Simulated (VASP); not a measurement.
# Ta (I4_1/amd) in VASP: notebook, part 2 of 2

VASP 6.6.1. Earlier steps stand in the parts before.

### 5 Single point, PBE

This run uses another cell than the first one, of 13.39 Å³/atom.

INCAR

```
SYSTEM = Ta
PREC = Accurate
ENCUT = 500
EDIFF = 1E-6
ISMEAR = -1
SIGMA = 0.1
LREAL = .FALSE.
LASPH = .TRUE.
NELM = 120
ALGO = Normal
ISIF = 2
LWAVE = .FALSE.
LCHARG = .FALSE.
GGA = PE
NBANDS = 20
GGA_COMPAT = .FALSE.
```

KPOINTS

```
Automatic mesh
0
G
  17 17 17
  0 0 0
```

POSCAR

```
Ta
1.0
   -2.3068004308      2.3068004308      1.2576977251
    2.3068004308     -2.3068004308      1.2576977251
    2.3068004308      2.3068004308     -1.2576977251
Ta
2
Direct
   -0.3750000000     -0.1250000000     -0.2500000000
    0.3750000000      0.1250000000      0.2500000000
```

Potentials or basis: VASP PAW PBE potentials, release 64 (Ta_sv_GW).

On the command line:

```bash
$ cat potpaw_PBE.64/Ta_sv_GW/POTCAR > POTCAR
$ mpirun -np 1 vasp_std > vasp.out
```

OUTCAR:

```text
SYSTEM = Ta
   PREC = Accurate
   ENCUT = 500
   EDIFF = 1E-6
   ISMEAR = -1
   LREAL = .FALSE.
   LASPH = .TRUE.
   NELM = 120
   ISIF = 2
   GGA = PE

 ion  position               nearest neighbor table
   1  0.625  0.875  0.750-   2 2.39   2 2.39   2 2.39   2 2.39   2 2.98   2 2.98   2 2.98   2 2.98

   2  0.375  0.125  0.250-   1 2.39   1 2.39   1 2.39   1 2.39   1 2.98   1 2.98   1 2.98   1 2.98

  LATTYP: Found a body centered tetragonal cell.
 ALAT       =     4.6136008616
 C/A-ratio  =     0.5452130615

  Lattice vectors:

 A1 = (  -2.3068004308,   2.3068004308,   1.2576977251)
 A2 = (   2.3068004308,  -2.3068004308,   1.2576977251)
 A3 = (   2.3068004308,   2.3068004308,  -1.2576977251)

Analysis of symmetry for initial positions (statically):
=====================================================================
 Subroutine PRICEL returns:
 Original cell was already a primitive cell.

 Routine SETGRP: Setting up the symmetry group for a
 body centered tetragonal supercell.

 Subroutine GETGRP returns: Found 16 space group operations
 (whereof  4 operations were pure point group operations)
 out of a pool of 16 trial point group operations.

The static configuration has the point symmetry C_2h.
 The point group associated with its full space group is D_4h.

Analysis of symmetry for dynamics (positions and initial velocities):
=====================================================================
 Subroutine PRICEL returns:
 Original cell was already a primitive cell.

 Routine SETGRP: Setting up the symmetry group for a
 body centered tetragonal supercell.

 Subroutine GETGRP returns: Found 16 space group operations
 (whereof  4 operations were pure point group operations)
 out of a pool of 16 trial point group operations.

[... 113 lines left out ...]
   NUPDOWN=      -1.0000    fix difference up-down
   EMIN   =  10.00;   EMAX   =-10.00  energy-range for DOS
   EFERMI =   0.00;   METHOD = LEGACY
   ISMEAR =    -1;   SIGMA  =   0.10  broadening in eV -4-tet -1-fermi 0-gaus
   EFERMI_NEDOS =   21; number of points for ismear=-14 and -15
   IALGO  =     38    algorithm
   IMIX   =      4    mixing-type and parameters
     AMIX     =   0.40;   BMIX     =  1.00
     AMIX_MAG =   1.60;   BMIX_MAG =  1.00
  volume/ion in A,a.u.               =      13.39        90.33
  Fermi-wavevector in a.u.,A,eV,Ry     =   1.621239  3.063698 35.761791  2.628418
  Thomas-Fermi vector in A             =   2.715048
   LORBIT       =      0    0 simple, 1 ext, 2 COOP (PROOUT), +10 PAW based schemes
   GGA     = PE    functional components
   LHFCALC =     F    Hartree Fock is set to
   AEXX    =    0.0000 exact exchange contribution
   IVDW    =     0    specifies the selected vdW correction
   LEPSILON=     F    determine dielectric tensor
   LRPA    =     F    only Hartree local field effects (RPA)
 non-spin polarized calculation
  energy-cutoff  :      500.00
  volume of cell :       26.77
 maximum number of plane-waves:       705
 NGX is ok and might be reduce to    28
   NGX = 13   NGY = 13   NGZ = 13

 number of electron      26.0000002 magnetization

 Free energy of the ion-electron system (eV)
  ---------------------------------------------------
  ext. energy  EPLUGINS =         0.00000000
  ---------------------------------------------------
  free energy    TOTEN  =       -23.47767074 eV

  energy without entropy =      -23.42607603  energy(sigma->0) =      -23.45187338

 E-fermi :  15.5969     XC(G=0): -14.6890

 val. band max:       15.5962241987   @ k =  -0.1765  -0.2941   0.0588
 cond. band min:      15.5979951757   @ k =   0.4706  -0.0000   0.0000
 fundamental gap:      0.0017709770
 Fermi energy:        15.5968897051

 k-point     1 :       0.0000    0.0000    0.0000
  band No.  band energies     occupation
      1     -52.1002      2.00000
      2     -51.2390      2.00000
      3     -19.9746      2.00000
      4     -19.9746      2.00000
      5     -17.1506      2.00000
      6     -17.1128      2.00000
[... 541 lines left out ...]
     19      24.5920      0.00000
     20      25.0897      0.00000

 [... further k-points ...]

------------------------ aborting loop because EDIFF is reached ----------------------------------------

  FORCE on cell =-STRESS in cart. coord.  units (eV):
  Direction    XX          YY          ZZ          XY          YZ          ZX
  --------------------------------------------------------------------------------------
  -------------------------------------------------------------------------------------
  Total       21.1571454     21.1571454     21.1223653     -0.0000000     -0.0000000      0.0000000
  in kB     1266.2263290   1266.2263290   1264.1447851     -0.0000000     -0.0000000      0.0000000
  external PRESSURE =    1265.5324811 kB  Pullay stress =       0.0000000 kB

 VOLUME and BASIS-vectors are now :
 -----------------------------------------------------------------------------
  energy-cutoff  :      500.00
  volume of cell :       26.77
      direct lattice vectors                 reciprocal lattice vectors
    -2.306800431  2.306800431  1.257697725     0.000000000  0.216750436  0.397551804
     2.306800431 -2.306800431  1.257697725     0.216750436  0.000000000  0.397551804
     2.306800431  2.306800431 -1.257697725     0.216750436  0.216750436  0.000000000

 POSITION                                       TOTAL-FORCE (eV/Angst)
 -----------------------------------------------------------------------------------
      2.30680      1.15340      0.94327         0.000000      0.000000      0.000000
      0.00000      1.15340      0.31442        -0.000000     -0.000000     -0.000000
 -----------------------------------------------------------------------------------
    total drift:                               -0.000000      0.000000     -0.000000

  FREE ENERGIE OF THE ION-ELECTRON SYSTEM (eV)
  ---------------------------------------------------
  free  energy   TOTEN  =       -23.4776707369 eV

  energy  without entropy=      -23.4260760302  energy(sigma->0) =      -23.45187338
```

stdout:

```text
POSCAR found type information on POSCAR Ta
 POSCAR found :  1 types and       2 ions
 scaLAPACK will be used
 LDA part: xc-table for (Slater+PW92), standard interpolation
 POSCAR, INCAR and KPOINTS ok, starting setup
 FFT: planning ... GRIDC
 FFT: planning ... GRID_SOFT
 FFT: planning ... GRID
 WAVECAR not read
 entering main loop
```

Wall time 3.1 min (1 thread of Intel Xeon Platinum 8259CL at 2.50GHz (Skylake/Cascade Lake), shared host); peak memory 0.31 GiB.

Results:

```
Free energy            : -23.4777 eV
Pressure               : 126.6 GPa
Band gap on the k mesh : zero (bands 13 and 14 overlap by 1.99 eV)
```

Stress tensor (GPa, compression positive):
```
126.62   0.00   0.00
  0.00 126.62   0.00
  0.00   0.00 126.41
```

Caveat: the cell stands under pressure; spin-orbit coupling is left out, which moves the levels of the heavy elements.

### 6 Relaxation of shape and atoms at fixed volume, PBE

This run uses another cell than the first one, of 14.96 Å³/atom.

INCAR

```
ALGO     = Normal         # electronic algorithm
EDIFF    = 1E-6           # SCF threshold, eV
EDIFFG   = -0.005         # ionic threshold
ENCUT    = 600            # plane-wave cutoff, eV
GGA      = PE             # functional
IBRION   = 2              # ionic algorithm
ISIF     = 4              # what is computed and relaxed
ISMEAR   = -1             # smearing method
LASPH    = True           # aspherical terms in the spheres
LCHARG   = False          # write CHGCAR
LREAL    = False          # projectors in reciprocal space
LWAVE    = False          # write WAVECAR
NELM     = 60             # most SCF steps
NSW      = 50             # ionic steps
PREC     = Accurate       # precision mode
SIGMA    = 0.1            # smearing width, eV
```

KPOINTS

```
k-points
0
Gamma
  17 17 17
```

POSCAR

```
Ta
1.0
   -2.4131488135      2.4131488135      1.2844961096
    2.4131488135     -2.4131488135      1.2844961096
    2.4131488135      2.4131488135     -1.2844961096
Ta
2
Direct
   -0.3750000000     -0.1250000000     -0.2500000000
    0.3750000000      0.1250000000      0.2500000000
```

Potentials or basis: VASP PAW PBE potentials, release 64 (Ta_pv).

On the command line:

```bash
$ cat potpaw_PBE.64/Ta_pv/POTCAR > POTCAR
$ mpirun -np 1 vasp_std > vasp.out
```

Wall time 14 min (1 thread of Oxide Virtual Turin-like, shared host); peak memory 0.3 GiB.

It converged, with:

```
Free energy               : -20.3811 eV
Energy gained by relaxing : 4.4 meV/atom
Ionic steps               : 3
Pressure after relaxing   : 74.4 GPa
Band gap on the k mesh    : zero (bands 11 and 12 overlap by 1.62 eV)
```

Step by step:
```tsv
step	energy change (eV)	largest force (eV/Å)	pressure (GPa)	volume (Å³)
1	0.0000	0.0000	74.74	29.92
2	-0.0012	0.0000	74.22	29.92
3	-0.0089	0.0000	74.40	29.92
```

Final structure:
```cif
data_structure
_symmetry_space_group_name_H-M 'P 1'
_symmetry_Int_Tables_number 1
_cell_length_a 3.6328
_cell_length_b 3.6328
_cell_length_c 3.6328
_cell_angle_alpha 97.359
_cell_angle_beta 97.359
_cell_angle_gamma 138.060
_cell_volume 29.92
loop_
_atom_site_label
_atom_site_type_symbol
_atom_site_fract_x
_atom_site_fract_y
_atom_site_fract_z
_atom_site_occupancy
Ta1 Ta 0.62500 0.87500 0.75000 1
Ta2 Ta 0.37500 0.12500 0.25000 1
```

Levels at points of the mesh, in eV from the Fermi level:
| k point | band 7 | band 8 | band 9 | band 10 | band 11 | band 12 | band 13 | band 14 | band 15 |
| --- | --- | --- | --- | --- | --- | --- | --- | --- | --- |
| (0.00, 0.00, 0.00) | -8.96 | -6.39 | -3.50 | -3.08 | -1.79 | 3.49 | 3.49 | 3.71 | 3.71 |

Caveat: spin-orbit coupling is left out, which moves the levels of the heavy elements.

### 7 The runs side by side

| task | potentials or basis | cell | cutoff (eV) | gap on the mesh (eV) | pressure (GPa) |
| --- | --- | --- | --- | --- | --- |
| single point | VASP PAW PBE potentials, release 64 (Ta_sv_GW) | a = 3.351 Å, angles 97.5, 97.5, 137.7°, 2 atoms | 500 | none | 216.5 |
| relaxation of shape and atoms at fixed volume | VASP PAW PBE potentials, release 64 (Ta_pv) | relaxed from a = 3.514 Å, angles 97.1, 97.1, 138.7°, 2 atoms | 600 | none | 129.9 |
| single point | VASP PAW PBE potentials, release 64 (Ta_sv_GW) | a = 3.496 Å, angles 97.4, 97.4, 137.8°, 2 atoms | 500 | none | 126.6 |
| relaxation of shape and atoms at fixed volume | VASP PAW PBE potentials, release 64 (Ta_pv) | relaxed from a = 3.646 Å, angles 97.1, 97.1, 138.7°, 2 atoms | 600 | none | 74.4 |

Alike in all rows: level PBE; no spin polarisation; k mesh 17 × 17 × 17; smearing fermi-dirac 0.1 eV.

Caveats: spin-orbit coupling is left out, which moves the levels of the heavy elements; the cell stands under pressure (at least some runs).

Absolute energies hang on the potentials; compare differences alone.
